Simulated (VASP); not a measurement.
# H17O8F: single point with PBE+D3(BJ)

System: H17O8F.

```
O H F
1.0
     6.49507    0.00000    0.00000
     0.00000    6.49507    0.00000
     0.00000    0.00000    6.49507
O H F
8 17 1
Direct
  0.15372 0.54735 0.29643
  0.47204 0.98396 0.74550
  0.50275 0.79693 0.23969
  0.73266 0.68016 0.59992
  0.51670 0.21660 0.39772
  0.90616 0.40204 0.83747
  0.30688 0.57448 0.74804
  0.06416 0.17660 0.16365
  0.17078 0.40115 0.26771
  0.16207 0.56133 0.44511
  0.41007 0.00762 0.88019
  0.48364 0.12126 0.69714
  0.38092 0.70846 0.21064
  0.60778 0.74475 0.14753
  0.71577 0.81542 0.64923
  0.67798 0.71168 0.46254
  0.50662 0.07481 0.34203
  0.66960 0.25756 0.38365
  0.03644 0.40746 0.76883
  0.83253 0.52840 0.78760
  0.28254 0.71285 0.80244
  0.44865 0.58661 0.70768
  0.96714 0.21409 0.04905
  0.01318 0.05008 0.22822
  0.97000 0.65502 0.20636
  0.88255 0.76441 0.14032
```

| Item | Value |
| --- | --- |
| Program | VASP 6.6.1 |
| Task | single point |
| Functional | PBE |
| Dispersion | D3(BJ) |
| Potentials or basis | VASP PAW PBE potentials, release 64 (O, H, F) |
| Cutoff | 520 eV |
| k mesh | 1 × 1 × 1 |
| Occupations | fermi-dirac, width 0.05 eV |
| Spin | no spin polarisation |

```json
{
  "Pressure": "0.6 GPa",
  "Largest force": "2.484 eV/Å",
  "Dispersion energy per atom": "-0.032 eV"
}
```

Forces in eV/Å, atoms in the order of the input:
```
O   -0.206  1.084  0.013
O   -0.412 -0.925  1.303
O   -0.917 -0.292 -0.209
O    0.097 -0.873 -1.014
O    2.210  0.546 -0.156
O   -1.128  0.134  0.401
O   -0.921  0.185  0.316
O   -0.522 -0.269 -0.401
H   -0.269 -0.953 -0.397
H    0.232  0.116  0.481
H    0.155 -0.217  0.300
H    0.262  1.390 -1.276
H    0.179  0.233  0.614
H    0.585  0.169 -0.209
H   -0.263  1.892  1.588
H   -0.335 -0.730 -0.586
H    0.143  0.304 -0.004
H   -2.275 -0.711  0.134
H    0.923  0.185 -0.239
H    0.442 -1.028  0.050
H   -0.229 -0.263 -0.217
H    1.021 -0.111 -0.549
H    0.516  0.009  0.602
H    0.045  0.191 -0.459
H    0.499  0.074 -0.104
F    0.169 -0.139  0.019
```

Stress tensor (GPa, compression positive):
```
-0.59 -0.37 -1.12
-0.37  1.75  0.31
-1.12  0.31  0.53
```

Levels at points of the mesh, in eV from the Fermi level:
```csv
k point,band 33,band 34,band 35,band 36,band 37,band 38,band 39,band 40
"(0.00, 0.00, 0.00)",-1.94,-1.75,-1.62,-1.30,3.13,6.03,6.56,6.78
```

It took 46 s on 1 thread of Intel Xeon 8259CL, on a shared host, peak memory 0.3 GiB.

Caveat: the k points lie up to 0.97 Å⁻¹ apart.
